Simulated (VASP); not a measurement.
Set up this calculation in VASP 6.6.1, as the native input.

```
Task                   : single point
Functional             : PBE
Potentials or basis    : VASP PAW PBE potentials, release 64 (Al, Ni)
Cutoff                 : 520 eV
k mesh                 : 16 × 16 × 14
Occupations            : fermi-dirac, width 0.15 eV
Spin                   : no spin polarisation
Dipole correction      : no
Further INCAR settings : ALGO = Fast; EDIFF = 1e-07; NBANDS = 14
```

The structure of AlNi lies in POSCAR:

```
AlNi
1.0
    2.0323551818     -2.0323551818      0.0000000000
    2.0323551818      2.0323551818      0.0000000000
    0.0000000000      0.0000000000      2.8759837452
Al Ni
1 1
Direct
    0.0000000000      0.0000000000      0.0000000000
    0.5000000000      0.5000000000      0.5000000000
```

The input as run:

INCAR

```
SYSTEM = AlNi
PREC = Accurate ; ENCUT = 520
EDIFF = 1E-7 ; ISMEAR = -1
SIGMA = 0.15 ; LREAL = .FALSE.
LASPH = .TRUE. ; NELM = 100
ALGO = Fast ; ISIF = 2
LWAVE = .FALSE. ; LCHARG = .FALSE.
GGA = PE ; NBANDS = 14
```

KPOINTS

```
regular mesh
0
G
  16 16 14
  0 0 0
```

Potentials or basis: VASP PAW PBE potentials, release 64 (Al, Ni).

Launch:

```bash
$ cat potpaw_PBE.64/Al/POTCAR potpaw_PBE.64/Ni/POTCAR > POTCAR
$ mpirun -np 1 vasp_std > vasp.out
```

It gave:

```json
{
  "Pressure": "3.2 GPa",
  "Band gap on the k mesh": "zero (an odd number of electrons rules out a gap without spin polarisation)"
}
```

Caveat: the cell stands under pressure.

Wall time 92 s on 1 thread of Intel Xeon 8259CL, with other jobs on the host, peak memory 0.24 GiB.
